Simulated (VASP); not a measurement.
Wanted: the native input for a VASP 6.6.1 run.

- Task: relaxation of cell and atoms
- Functional: PBE
- Potentials or basis: VASP PAW PBE potentials, release 64 (Ca_sv, Os)
- Cutoff: 600 eV
- k mesh: 20 × 20 × 12
- Occupations: gaussian, width 0.1 eV
- Spin: no spin polarisation
- Dipole correction: no
- Further INCAR settings: ALGO = Fast; EDIFF = 1e-06; IBRION = 2; EDIFFG = -0.01; NSW = 100; ISIF = 3

The structure of CaOs lies in POSCAR:

```
CaOs
1.0
    2.8708586560      0.0000000000      0.0000000000
    0.0000000000      2.8708586560      0.0000000000
    0.0000000000      0.0000000000      4.6399625650
Ca Os
1 1
Direct
    0.5000000000      0.5000000000      0.5000000000
    0.0000000000      0.0000000000      0.0000000000
```

One way to write it, as run:

INCAR

```
PREC     = Accurate       # precision mode
ENCUT    = 600            # plane-wave cutoff, eV
EDIFF    = 1E-6           # SCF threshold, eV
ISMEAR   = 0              # smearing method
SIGMA    = 0.1            # smearing width, eV
LREAL    = F              # projectors in reciprocal space
LASPH    = T              # aspherical terms in the spheres
NELM     = 60             # most SCF steps
ALGO     = Fast           # electronic algorithm
ISIF     = 3              # what is computed and relaxed
LWAVE    = F              # write WAVECAR
LCHARG   = F              # write CHGCAR
GGA      = PE             # functional
IBRION   = 2              # ionic algorithm
NSW      = 100            # ionic steps
EDIFFG   = -0.01          # ionic threshold
```

KPOINTS

```
regular mesh
0
Gamma
  20 20 12
```

Potentials or basis: VASP PAW PBE potentials, release 64 (Ca_sv, Os).

Command:

```console
$ cat potpaw_PBE.64/Ca_sv/POTCAR potpaw_PBE.64/Os/POTCAR > POTCAR
$ mpirun -np 1 vasp_std > vasp.out
```

It gave:

- Relaxed volume: 19.07 Å³/atom
- Relaxed cell: a = 2.860 Å, b = 2.860 Å, c = 4.662 Å, α = 90.00°, β = 90.00°, γ = 90.00°
- Space group after relaxing (to 0.1 Å): P4/mmm (No. 123)
- Energy gained by relaxing: 0.2 meV/atom
- Ionic steps: 4
- Pressure after relaxing: 0.0 GPa
- Band gap on the k mesh: zero (bands 9 and 10 overlap by 3.57 eV)

Caveat: spin-orbit coupling is left out, which moves the levels of the heavy elements.

It took 18 min on 1 thread of Intel Xeon 8259CL, on a shared host, peak memory 0.47 GiB.
